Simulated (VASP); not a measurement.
# W (Im-3m) in VASP: notebook

W is run at these levels: PBE; tasks: single point.

All numbers are computed with VASP 6.6.1; they aren't measurements. Logs are shortened: lines on timing, memory, paths and dates and some standing lists are left out, and cuts for length are marked.

### 1 The cell of the first run

Symmetry: Im-3m, No. 229, cubic system. The conventional cell has a = 3.177 Å, b = 3.177 Å, c = 3.177 Å, α = 90.00°, β = 90.00°, γ = 90.00°. Within 3.6 Å of W (site symmetry m-3m) lie 14 W at 2.75 to 3.18 Å.

### 2 Single point, PBE

Contents of INCAR:

```
ALGO = Normal
EDIFF = 1E-6
ENCUT = 520
GGA = PE
ISIF = 2
ISMEAR = 1
LASPH = T
LCHARG = T
LELF = T
LREAL = F
LVHAR = T
LWAVE = F
NBANDS = 13
NELM = 100
PREC = Accurate
SIGMA = 0.05
```

Contents of KPOINTS:

```
k-points
0
Gamma
  15 15 15
```

Contents of POSCAR:

```
W
1.0
   -1.5887002140      1.5887002140      1.5887002140
    1.5887002140     -1.5887002140      1.5887002140
    1.5887002140      1.5887002140     -1.5887002140
W
1
Direct
    0.0000000000      0.0000000000      0.0000000000
```

Potentials or basis: VASP PAW PBE potentials, release 64 (W_sv).

The run is started by

```console
$ cat potpaw_PBE.64/W_sv/POTCAR > POTCAR
$ mpirun -np 1 vasp_std > vasp.out
```

OUTCAR:

```text
EDIFF = 1E-6
   ENCUT = 520
   GGA = PE
   ISIF = 2
   ISMEAR = 1
   LASPH = T
   LREAL = F
   NELM = 100
   PREC = Accurate

 ion  position               nearest neighbor table
   1  0.000  0.000  0.000-

  LATTYP: Found a body centered cubic cell.
 ALAT       =     3.1774004280

  Lattice vectors:

 A1 = (  -1.5887002140,   1.5887002140,   1.5887002140)
 A2 = (   1.5887002140,  -1.5887002140,   1.5887002140)
 A3 = (   1.5887002140,   1.5887002140,  -1.5887002140)

Analysis of symmetry for initial positions (statically):
=====================================================================
 Subroutine PRICEL returns:
 Original cell was already a primitive cell.

 Routine SETGRP: Setting up the symmetry group for a
 body centered cubic supercell.

 Subroutine GETGRP returns: Found 48 space group operations
[... 9 lines left out ...]

 Routine SETGRP: Setting up the symmetry group for a
 body centered cubic supercell.

 Subroutine GETGRP returns: Found 48 space group operations
[... 11 lines left out ...]
                                     Primitive cell

  volume of cell :      16.0393

  direct lattice vectors                    reciprocal lattice vectors
    -1.588700214  1.588700214  1.588700214     0.000000000  0.314722687  0.314722687
     1.588700214 -1.588700214  1.588700214     0.314722687  0.000000000  0.314722687
     1.588700214  1.588700214 -1.588700214     0.314722687  0.314722687  0.000000000

  length of vectors
     2.751709489  2.751709489  2.751709489     0.445085092  0.445085092  0.445085092

  position of ions in fractional coordinates (direct lattice)
     0.000000000  0.000000000  0.000000000

  ion indices of the primitive-cell ions
   primitive index   ion index
                 1           1

----------------------------------------------------------------------------------------

 KPOINTS: k-points

Automatic generation of k-mesh.
 Grid dimensions read from file:
 generate k-points for:   15   15   15

 Generating k-lattice:

  Cartesian coordinates                     Fractional coordinates (reciprocal lattice)
     0.000000000  0.020981512  0.020981512     0.066666667  0.000000000  0.000000000
     0.020981512  0.000000000  0.020981512     0.000000000  0.066666667  0.000000000
     0.020981512  0.020981512  0.000000000     0.000000000  0.000000000  0.066666667

  Length of vectors
     0.029672339  0.029672339  0.029672339

  Shift w.r.t. Gamma in fractional coordinates (k-lattice)
     0.000000000  0.000000000  0.000000000

 Subroutine IBZKPT returns following result:
 ===========================================

 Found    120 irreducible k-points:

 Following reciprocal coordinates:
            Coordinates               Weight
  0.000000  0.000000  0.000000      1.000000
  0.066667  0.000000  0.000000     12.000000
  0.133333  0.000000  0.000000     12.000000
  0.200000  0.000000  0.000000     12.000000
  0.266667  0.000000  0.000000     12.000000
  0.333333  0.000000  0.000000     12.000000
[... 16 lines left out ...]
  0.333333  0.200000  0.000000     48.000000
  0.400000  0.200000  0.000000     24.000000
 [... further k-points ...]
   k-points           NKPTS =    120   k-points in BZ     NKDIM =    120   number of bands    NBANDS=     13
   number of dos      NEDOS =    301   number of ions     NIONS =      1
   total plane-waves  NPLWV =   8000
   dimension x,y,z NGX =    20 NGY =   20 NGZ =   20
   dimension x,y,z NGXF=    40 NGYF=   40 NGZF=   40
   ions per type =               1
   NGX,Y,Z   is equivalent  to a cutoff of  12.08, 12.08, 12.08 a.u.
   NGXF,Y,Z  is equivalent  to a cutoff of  24.17, 24.17, 24.17 a.u.
 SYSTEM =  unknown system
   PREC   = accura    normal or accurate (medium, high low for compatibility)
   ISTART =      0    job   : 0-new  1-cont  2-samecut
   ICHARG =      2    charge: 1-file 2-atom 10-const
   ISPIN  =      1    spin polarized calculation?
   LNONCOLLINEAR =      F non collinear calculations
   LSORBIT =      F    spin-orbit coupling
   LASPH  =      T    aspherical Exc in radial PAW
   ENCUT  =  520.0 eV  38.22 Ry    6.18 a.u.   5.12  5.12  5.12*2*pi/ulx,y,z
   NELM   =    100;   NELMIN=  2; NELMDL= -5     # of ELM steps
   EDIFF  = 0.1E-05   stopping-criterion for ELM
   LREAL  =      F    real-space projection
   EDIFFG = 0.1E-04   stopping-criterion for IOM
   NSW    =      0    number of steps for IOM
   IBRION =     -1    ionic relax: 0-MD 1-quasi-New 2-CG
   NFREE  =      0    steps in history (QN), initial steepest desc. (CG)
   ISIF   =      2    stress and relaxation
   ISYM   =      2    0-nonsym 1-usesym 2-fastsym
   POTIM  = 0.5000    time-step for ionic-motion
   TEBEG  =    0.0;   TEEND  =   0.0 temperature during run
   PSTRESS=    0.0 pullay stress
   NELECT =      14.0000    total number of electrons
   NUPDOWN=      -1.0000    fix difference up-down
   EMIN   =  10.00;   EMAX   =-10.00  energy-range for DOS
   EFERMI =   0.00;   METHOD = LEGACY
   ISMEAR =     1;   SIGMA  =   0.05  broadening in eV -4-tet -1-fermi 0-gaus
   EFERMI_NEDOS =   21; number of points for ismear=-14 and -15
   IALGO  =     38    algorithm
   IMIX   =      4    mixing-type and parameters
     AMIX     =   0.40;   BMIX     =  1.00
     AMIX_MAG =   1.60;   BMIX_MAG =  1.00
  volume/ion in A,a.u.               =      16.04       108.24
  Fermi-wavevector in a.u.,A,eV,Ry     =   1.564548  2.956567 33.304483  2.447810
  Thomas-Fermi vector in A             =   2.667156
   LORBIT       =      0    0 simple, 1 ext, 2 COOP (PROOUT), +10 PAW based schemes
   GGA     = PE    functional components
   LHFCALC =     F    Hartree Fock is set to
   AEXX    =    0.0000 exact exchange contribution
   IVDW    =     0    specifies the selected vdW correction
   LEPSILON=     F    determine dielectric tensor
   LRPA    =     F    only Hartree local field effects (RPA)
 non-spin polarized calculation
 Methfessel and Paxton  Order N= 1 SIGMA  =   0.05
  energy-cutoff  :      520.00
  volume of cell :       16.04
 maximum number of plane-waves:       444
   NGX = 11   NGY = 11   NGZ = 11

 number of electron      14.0000002 magnetization

 Free energy of the ion-electron system (eV)
  ---------------------------------------------------
  ext. energy  EPLUGINS =         0.00000000
  ---------------------------------------------------
  free energy    TOTEN  =       -12.95287786 eV

  energy without entropy =      -12.95280915  energy(sigma->0) =      -12.95285496

 E-fermi :  11.2139     XC(G=0): -13.5755

 val. band max:       11.2090006735   @ k =  -0.3333   0.4000   0.2667
 cond. band min:      11.3647836680   @ k =  -0.2667   0.2667   0.1333
 fundamental gap:      0.1557829945
 Fermi energy:        11.2138626998

 k-point     1 :       0.0000    0.0000    0.0000
  band No.  band energies     occupation
      1     -62.9338      2.00000
      2     -26.5119      2.00000
      3     -26.5119      2.00000
      4     -26.5119      2.00000
      5       1.7023      2.00000
      6      10.0609      2.00000
      7      10.0609      2.00000
      8      10.0609      2.00000
      9      13.5042      0.00000
     10      13.5043      0.00000
     11      25.7648      0.00000
     12      25.7648      0.00000
     13      25.7648      0.00000

 k-point     2 :       0.0667    0.0000    0.0000
  band No.  band energies     occupation
      1     -62.9284      2.00000
      2     -26.5697      2.00000
      3     -26.5300      2.00000
      4     -26.5122      2.00000
      5       1.9143      2.00000
      6       9.9324      2.00000
      7      10.0308      2.00000
      8      10.2654      2.00000
      9      13.3025      0.00000
     10      13.5058      0.00000
     11      25.9439      0.00000
     12      26.1257      0.00000
     13      26.2775      0.00000

 k-point     3 :       0.1333    0.0000    0.0000
  band No.  band energies     occupation
      1     -62.9129      2.00000
      2     -26.7307      2.00000
      3     -26.5808      2.00000
      4     -26.5129      2.00000
      5       2.5162      2.00000
      6       9.5894      2.00000
      7       9.8897      2.00000
      8      10.8690      2.00000
      9      12.9335      0.00000
     10      13.5246      0.00000
     11      26.3439      0.00000
     12      27.1626      0.00000
     13      27.4786      0.00000

 k-point     4 :       0.2000    0.0000    0.0000
  band No.  band energies     occupation
      1     -62.8901      2.00000
      2     -26.9619      2.00000
      3     -26.6548      2.00000
      4     -26.5141      2.00000
      5       3.3936      2.00000
      6       9.1289      2.00000
      7       9.6064      2.00000
      8      11.8418     -0.00000
      9      12.7865      0.00000
     10      13.5921      0.00000
     11      26.4525      0.00000
     12      28.2547      0.00000
     13      28.7661      0.00000

 k-point     5 :       0.2667    0.0000    0.0000
  band No.  band energies     occupation
      1     -62.8638      2.00000
      2     -27.2192      2.00000
      3     -26.7385      2.00000
      4     -26.5154      2.00000
      5       4.3090      2.00000
      6       8.6523      2.00000
      7       9.4321      2.00000
      8      12.9470      0.00000
      9      13.1266      0.00000
     10      13.7330      0.00000
     11      25.7083      0.00000
     12      27.2499      0.00000
     13      30.8092      0.00000
[... 257 lines left out ...]
 k-point    22 :       0.2667    0.2000    0.0000
  band No.  band energies     occupation
      1     -62.8138      2.00000
      2     -27.5204      2.00000
      3     -26.9681      2.00000
      4     -26.6282      2.00000
      5       6.1710      2.00000
      6       8.1125      2.00000
      7       9.0845      2.00000
      8      12.9477      0.00000
      9      14.3481      0.00000
     10      17.2466      0.00000
     11      22.8846      0.00000
     12      25.9987      0.00000
     13      27.7975      0.00000

 k-point    23 :       0.3333    0.2000    0.0000
  band No.  band energies     occupation
      1     -62.8011      2.00000
      2     -27.5823      2.00000
      3     -27.0576      2.00000
      4     -26.6362      2.00000
      5       6.2681      2.00000
      6       8.0363      2.00000
      7       9.6183      2.00000
      8      13.2167      0.00000
      9      14.4867      0.00000
     10      18.7786      0.00000
     11      21.2505      0.00000
     12      24.8426      0.00000
     13      27.3660      0.00000

 k-point    24 :       0.4000    0.2000    0.0000
  band No.  band energies     occupation
      1     -62.7966      2.00000
      2     -27.6020      2.00000
      3     -27.0916      2.00000
      4     -26.6386      2.00000
      5       6.2565      2.00000
      6       8.0167      2.00000
      7       9.8931      2.00000
      8      13.2601      0.00000
      9      14.6767      0.00000
     10      19.5123      0.00000
     11      20.4691      0.00000
     12      24.3274      0.00000
     13      27.2405      0.00000

 [... further k-points ...]

------------------------ aborting loop because EDIFF is reached ----------------------------------------

  FORCE on cell =-STRESS in cart. coord.  units (eV):
  Direction    XX          YY          ZZ          XY          YZ          ZX
  --------------------------------------------------------------------------------------
  -------------------------------------------------------------------------------------
  Total        0.2498735      0.2498735      0.2498735     -0.0000000      0.0000000      0.0000000
  in kB       24.9600242     24.9600242     24.9600242     -0.0000000      0.0000000      0.0000000
  external PRESSURE =      24.9600242 kB  Pullay stress =       0.0000000 kB

 VOLUME and BASIS-vectors are now :
 -----------------------------------------------------------------------------
  energy-cutoff  :      520.00
  volume of cell :       16.04
      direct lattice vectors                 reciprocal lattice vectors
    -1.588700214  1.588700214  1.588700214     0.000000000  0.314722687  0.314722687
     1.588700214 -1.588700214  1.588700214     0.314722687  0.000000000  0.314722687
     1.588700214  1.588700214 -1.588700214     0.314722687  0.314722687  0.000000000

 POSITION                                       TOTAL-FORCE (eV/Angst)
 -----------------------------------------------------------------------------------
      0.00000      0.00000      0.00000        -0.000000      0.000000      0.000000
 -----------------------------------------------------------------------------------
    total drift:                                0.000000      0.000000      0.000000

  FREE ENERGIE OF THE ION-ELECTRON SYSTEM (eV)
  ---------------------------------------------------
  free  energy   TOTEN  =       -12.9528778637 eV

  energy  without entropy=      -12.9528091520  energy(sigma->0) =      -12.95285496
```

Run time: 14 s. Hardware: 1 thread of Intel Xeon Platinum 8375C at 2.90GHz (Ice Lake), shared host; peak memory 0.14 GiB.

Results:

```yaml
Free_energy: -12.9529 eV
Pressure: 2.5 GPa
Band_gap_on_the_k_mesh: zero (band 7 reaches 15.84 eV, above the bottom of band 8 at 10.06 eV)
```

Levels at points of the mesh, in eV from the Fermi level:
```
           k point  band 5  band 6  band 7  band 8  band 9  band 10
(0.00, 0.00, 0.00)   -9.51   -1.15   -1.15   -1.15    2.29     2.29
```

Caveat: spin-orbit coupling is left out, which moves the levels of the heavy elements.

### 3 Single point, PBE

This run uses another cell than the first one, of 15.94 Å³/atom, 0.994 times its volume.

Contents of INCAR:

```
SYSTEM = W
  ALGO = Normal
  EDIFF = 1E-7
  ENCUT = 520
  GGA = PE
  ISIF = 2
  ISMEAR = 1
  LASPH = .TRUE.
  LCHARG = .FALSE.
  LREAL = .FALSE.
  LWAVE = .FALSE.
  NBANDS = 13
  NELM = 100
  PREC = Accurate
  SIGMA = 0.05
```

Contents of KPOINTS:

```
k-points
0
G
  15 15 15
  0 0 0
```

Contents of POSCAR:

```
W
1.0
   -1.5854033080      1.5854033080      1.5854033080
    1.5854033080     -1.5854033080      1.5854033080
    1.5854033080      1.5854033080     -1.5854033080
W
1
Direct
    0.0000000000      0.0000000000      0.0000000000
```

Potentials or basis: VASP PAW PBE potentials, release 64 (W_sv).

The run is started by

```console
$ cat potpaw_PBE.64/W_sv/POTCAR > POTCAR
$ mpirun -np 1 vasp_std > vasp.out
```

It took 14 s on 1 thread of Intel Xeon Platinum 8375C at 2.90GHz (Ice Lake), shared host; peak memory 0.14 GiB.

Results (log left out):

```
Free energy            : -12.9506 eV
Pressure               : 4.5 GPa
Band gap on the k mesh : zero (band 7 reaches 15.97 eV, above the bottom of band 8 at 10.14 eV)
```

Levels at points of the mesh, in eV from the Fermi level:
| k point | band 5 | band 6 | band 7 | band 8 | band 9 | band 10 |
| --- | --- | --- | --- | --- | --- | --- |
| (0.00, 0.00, 0.00) | -9.55 | -1.16 | -1.16 | -1.16 | 2.31 | 2.31 |

Caveat: spin-orbit coupling is left out, which moves the levels of the heavy elements.

### 4 Single point, PBE

This run uses another cell than the first one, of 15.84 Å³/atom, 0.988 times its volume.

Contents of INCAR:

```
SYSTEM = W
PREC = Accurate ; ENCUT = 520
EDIFF = 1E-6 ; ISMEAR = 1
SIGMA = 0.05 ; LREAL = .FALSE.
LASPH = .TRUE. ; NELM = 100
ALGO = Normal ; ISIF = 2
LWAVE = .FALSE. ; LCHARG = .FALSE.
GGA = PE ; NBANDS = 13
```

Contents of KPOINTS:

```
Automatic mesh
0
G
  15 15 15
  0 0 0
```

Contents of POSCAR:

```
W
1.0
   -1.5821976584      1.5821976584      1.5821976584
    1.5821976584     -1.5821976584      1.5821976584
    1.5821976584      1.5821976584     -1.5821976584
W
1
Direct
    0.0000000000      0.0000000000      0.0000000000
```

The run is started by

```console
$ cat potpaw_PBE.64/W_sv/POTCAR > POTCAR
$ mpirun -np 1 vasp_std > vasp.out
```

Run time: 13 s. Hardware: 1 thread of Intel Xeon Platinum 8375C at 2.90GHz (Ice Lake), shared host; peak memory 0.14 GiB.

It converged, with:

```yaml
Free_energy: -12.9472 eV
Pressure: 6.5 GPa
Band_gap_on_the_k_mesh: zero (band 7 reaches 16.10 eV, above the bottom of band 8 at 10.22 eV)
```

Levels at points of the mesh, in eV from the Fermi level:
| k point | band 4 | band 5 | band 6 | band 7 | band 8 | band 9 | band 10 | band 11 |
| --- | --- | --- | --- | --- | --- | --- | --- | --- |
| (0.00, 0.00, 0.00) | -37.69 | -9.58 | -1.17 | -1.17 | -1.17 | 2.32 | 2.32 | 14.58 |

Caveat: spin-orbit coupling is left out, which moves the levels of the heavy elements.

### 5 Summary

```csv
cell,gap on the mesh (eV),pressure (GPa)
"a = 2.752 Å, angles 109.5°, 1 atom",none,2.5
"a = 2.746 Å, angles 109.5°, 1 atom",none,4.5
"a = 2.740 Å, angles 109.5°, 1 atom",none,6.5
```

Alike in all rows: task single point; level PBE; potentials or basis VASP PAW PBE potentials, release 64 (W_sv); no spin polarisation; k mesh 15 × 15 × 15; cutoff (eV) 520; smearing methfessel-paxton 0.05 eV.

Caveats: spin-orbit coupling is left out, which moves the levels of the heavy elements.

Absolute energies hang on the potentials; compare differences alone.
